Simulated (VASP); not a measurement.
Here is a VASP 6.6.1 calculation.

File INCAR:

```
ALGO = Normal ; EDIFF = 1E-7
ENCUT = 520 ; GGA = PE
ISIF = 2 ; ISMEAR = -1
IVDW = 12 ; LASPH = T
LCHARG = F ; LREAL = Auto
LWAVE = F ; NBANDS = 118
NELM = 60 ; PREC = Accurate
SIGMA = 0.15
```

File KPOINTS:

```
k-points
0
Gamma
  3 3 3
```

File POSCAR:

```
MoW14
1.0
    6.3200000000      0.0000000000      0.0000000000
    0.0000000000      6.3200000000      0.0000000000
    0.0000000000      0.0000000000      6.3200000000
Mo W
1 14
Direct
    0.2473802215     -0.2473802215     -0.2473802215
    0.4998859177     -0.0001876582     -0.0001876582
    0.0001876582      0.5001140823     -0.0001876582
    0.0001876582     -0.0001876582      0.5001140823
    0.2474185127      0.2473064873      0.2473064873
    0.4997632911      0.5002367089     -0.0000996835
    0.4997632911     -0.0000996835      0.5002367089
    0.7525936709      0.2474063291      0.2474063291
    0.0000996835      0.5002367089      0.5002367089
    0.2476037975      0.7523962025      0.2476387658
    0.2476037975      0.2476387658      0.7523962025
    0.4997645570      0.5002354430      0.5002354430
    0.7526935127      0.7525814873      0.2473064873
    0.7526935127      0.2473064873      0.7525814873
    0.7523612342      0.7523962025      0.7523962025
```

Potentials or basis: VASP PAW PBE potentials, release 64 (Mo_sv, W_sv).

Command:

```bash
$ cat potpaw_PBE.64/Mo_sv/POTCAR potpaw_PBE.64/W_sv/POTCAR > POTCAR
$ mpirun -np 1 vasp_std > vasp.out
```

Q: Estimate the pressure.

A: -6.6 GPa.

Q: Predict the dispersion energy per atom.

A: -0.655 eV.

Forces on the atoms (eV/Å):
```
Mo  -0.004  0.004  0.004
W    0.002  0.001  0.001
W   -0.001 -0.002  0.001
W   -0.001  0.001 -0.002
W   -0.003 -0.012 -0.012
W   -0.006  0.006 -0.003
W   -0.006 -0.003  0.006
W    0.009 -0.009 -0.009
W    0.003  0.006  0.006
W    0.002 -0.002  0.002
W    0.002  0.002 -0.002
W   -0.019  0.019  0.019
W    0.012  0.003 -0.012
W    0.012 -0.012  0.003
W   -0.002 -0.002 -0.002
```
